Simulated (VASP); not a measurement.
Cs: single point with LDA

The system is Cs.

```
CELL_PARAMETERS angstrom
4.17062 0.00000 0.00000
0.00000 4.17062 0.00000
0.00000 0.00000 4.17062
ATOMIC_POSITIONS crystal
Cs 0.00000 0.00000 0.00000
```

This cell differs from its parent crystal: volume scaled by 0.7.

- Program: VASP 6.6.1
- Task: single point
- Functional: LDA
- Potentials or basis: VASP PAW LDA potentials, release 64 (Cs_sv)
- Cutoff: 520 eV
- k mesh: 8 × 8 × 8
- Occupations: fermi-dirac, width 0.1 eV
- Spin: no spin polarisation

```yaml
Pressure: 0.8 GPa
```

Levels at points of the mesh, in eV from the Fermi level:
```tsv
k point	band 3	band 4	band 5	band 6	band 7	band 8
(0.00, 0.00, 0.00)	-10.32	-10.32	-2.00	1.05	1.05	5.93
(0.50, 0.00, 0.00)	-10.24	-10.24	-0.07	1.12	1.68	3.46
(0.50, 0.50, 0.00)	-10.99	-10.16	-0.34	1.55	3.53	3.53
(0.50, 0.50, 0.50)	-10.88	-10.88	0.71	0.71	0.71	3.52
```

Run time: 8.2 s on 1 thread of Intel Xeon 6975P-C (shared host), peak memory 0.16 GiB.

Caveat: spin-orbit coupling is left out, which moves the levels of the heavy elements.
